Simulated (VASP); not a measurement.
Si2Ge, 6 atoms in the cell. Symmetry: P-6m2, No. 187, hexagonal system. The conventional cell has a = 2.966 Å, b = 2.966 Å, c = 12.942 Å, α = 90.00°, β = 90.00°, γ = 120.00°. Within 3.4 Å of Si (site symmetry -6m2) lie 12 Si at 2.58 to 2.97 Å. Si (site symmetry 3m) has 9 Si at 2.58 to 2.97 Å and 3 Ge at 2.82 Å within 3.4 Å. Si (site symmetry -6m2) has 6 Ge at 2.87 Å and 6 Si at 2.97 Å within 3.8 Å. Within 3.7 Å of Ge (site symmetry 3m) lie 6 Si at 2.82 to 2.87 Å and 6 Ge at 2.97 Å. 

```yaml
Program: VASP 6.6.1
Task: relaxation of cell and atoms
Functional: PBE
Potentials_or_basis: VASP PAW PBE potentials, release 64 (Si, Ge_d)
Cutoff: 600 eV
k_mesh: 12 × 12 × 4
Occupations: gaussian, width 0.1 eV
Spin: no spin polarisation
Dipole_correction: no
Further_INCAR_settings: ALGO = Normal; EDIFF = 1e-06; IBRION = 2; EDIFFG = -0.01; NSW = 100; ISIF = 3
```

Potentials or basis: VASP PAW PBE potentials, release 64 (Si, Ge_d).

The run is started by

```bash
$ cat potpaw_PBE.64/Si/POTCAR potpaw_PBE.64/Ge_d/POTCAR > POTCAR
$ mpirun -np 1 vasp_std > vasp.out
```

Hardware: 1 thread of Intel Xeon 8259CL (shared host).

**Question.** How long does it take, and how much memory?

**Answer.** Run time: 25 min on 1 thread of Intel Xeon 8259CL, on a shared host, peak memory 0.35 GiB. Counts: scf iterations 73, k points 57, ion steps 10.
